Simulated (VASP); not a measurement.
**ZnCd: elastic constants with PBEsol**

Crystal: ZnCd.

```
Zn Cd
1.0
     3.29891    0.00000    0.00000
     0.00000    3.29891    0.00000
     0.00000    0.00000    3.29891
Zn Cd
1 1
Direct
  0.50000 0.50000 0.50000
  0.00000 0.00000 0.00000
```

```
Program                   : VASP 6.6.1
Task                      : elastic constants
Functional                : PBEsol
Potentials or basis       : VASP PAW PBE potentials, release 64 (Zn, Cd)
Cutoff                    : 600 eV
k mesh                    : 12 × 12 × 12
Occupations               : fermi-dirac, width 0.15 eV
Spin                      : no spin polarisation
Dipole correction         : no
Ions in elastic constants : relaxed
Further INCAR settings    : ALGO = Fast; EDIFF = 1e-08; IBRION = 6; POTIM = 0.015; NSW = 1; ISIF = 3
```

The elastic constants C11, C12, C44 are 44, 73, -9 GPa, the voigt bulk modulus is 63 GPa and the highest phonon frequency at Γ is 121 cm⁻¹.

Phonon frequencies in cm⁻¹ (negative: imaginary):
| q point | frequencies |
| --- | --- |
| (0.000, 0.000, 0.000) | 0 0 0 121 121 121 |

Elastic tensor in Voigt notation (GPa, in the Cartesian axes of the cell as first typed):
```
44 73 73  0  0  0
73 44 73  0  0  0
73 73 44  0  0  0
 0  0  0 -9  0  0
 0  0  0  0 -9  0
 0  0  0  0  0 -9
```

Clamped-ion elastic tensor (GPa):
```
44 73 73  0  0  0
73 44 73  0  0  0
73 73 44  0  0  0
 0  0  0 -9  0  0
 0  0  0  0 -9  0
 0  0  0  0  0 -9
```

Wall time 18 min on 1 thread of Intel(R) Xeon(R) 6975P-C (Granite Rapids), on a shared host, peak memory 0.69 GiB.

Caveat: the elastic tensor has a negative eigenvalue, so either the cell is unstable as it stands or the mesh is too thin; the PAW data sets were made with another functional, which shifts forces and pressure a little.
